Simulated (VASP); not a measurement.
## Si5Ni: single point with PBE

System: Si5Ni.

```
Si Ni
1.0
     7.30238    0.36704   -0.32352
     0.37549    7.32745   -0.11822
    -0.33146   -0.12248    7.27356
Si Ni
20 4
Direct
  0.70472 0.39273 0.81325
  0.32628 0.34669 0.87924
  0.78147 0.72143 0.35721
  0.41447 0.57357 0.13365
  0.73176 0.47137 0.13741
  0.93468 0.14945 0.45613
  0.99133 0.74537 0.12874
  0.44052 0.12192 0.57293
  0.77207 0.82366 0.86141
  0.74227 0.14980 0.16620
  0.88764 0.10062 0.76749
  0.07091 0.11391 0.07723
  0.15245 0.76506 0.68311
  0.17979 0.35482 0.53090
  0.44572 0.81529 0.89132
  0.53888 0.96179 0.30694
  0.19881 0.94560 0.42819
  0.43775 0.56128 0.66161
  0.88858 0.59332 0.65125
  0.12371 0.42654 0.15544
  0.25006 0.61541 0.39114
  0.57858 0.10825 0.86316
  0.27674 0.86674 0.14400
  0.22711 0.05244 0.80614
```

- Program: VASP 6.6.1
- Task: single point
- Functional: PBE
- Potentials or basis: VASP PAW PBE potentials, release 64 (Si, Ni)
- Cutoff: 520 eV
- k mesh: 2 × 2 × 2, shifted
- Occupations: gaussian, width 0.1 eV
- Spin: no spin polarisation

* Pressure: 0.0 GPa
* Largest force: 0.044 eV/Å
* Band gap on the k mesh: 0.05 eV (least direct gap 0.17 eV)

Forces on the atoms (eV/Å):
```
Si   0.020  0.006 -0.002
Si  -0.012  0.008 -0.015
Si   0.013 -0.014  0.020
Si   0.031  0.015 -0.021
Si  -0.022 -0.010 -0.016
Si  -0.017  0.008  0.009
Si  -0.015 -0.018  0.015
Si   0.010 -0.004  0.008
Si   0.031  0.013 -0.006
Si   0.021  0.022  0.024
Si  -0.009 -0.005 -0.007
Si  -0.004  0.010 -0.008
Si  -0.029 -0.033 -0.006
Si   0.011 -0.022 -0.003
Si   0.012 -0.011  0.007
Si   0.016 -0.008 -0.003
Si  -0.015  0.030  0.007
Si  -0.001  0.003  0.002
Si  -0.036  0.014 -0.011
Si   0.004 -0.002 -0.003
Ni  -0.001 -0.006 -0.001
Ni  -0.009 -0.012  0.019
Ni  -0.005  0.020 -0.011
Ni   0.006 -0.005  0.003
```

Stress tensor (GPa, compression positive):
```
 0.12  0.08 -0.04
 0.08  0.04  0.04
-0.04  0.04 -0.05
```

Levels at points of the mesh, in eV from the valence-band top:
```
           k point  band 58  band 59  band 60  band 61  band 62  band 63
(0.25, 0.25, 0.25)    -0.64    -0.32     0.00     0.24     0.45     0.73
```

It took 2.6 min on 1 thread of Intel(R) Xeon(R) 6975P-C (Granite Rapids), on a shared host, peak memory 0.42 GiB.

Caveat: the atoms stand as in a frame of molecular dynamics. Spin polarisation is off, so any magnetic state and its effect on volume and gap are missing.
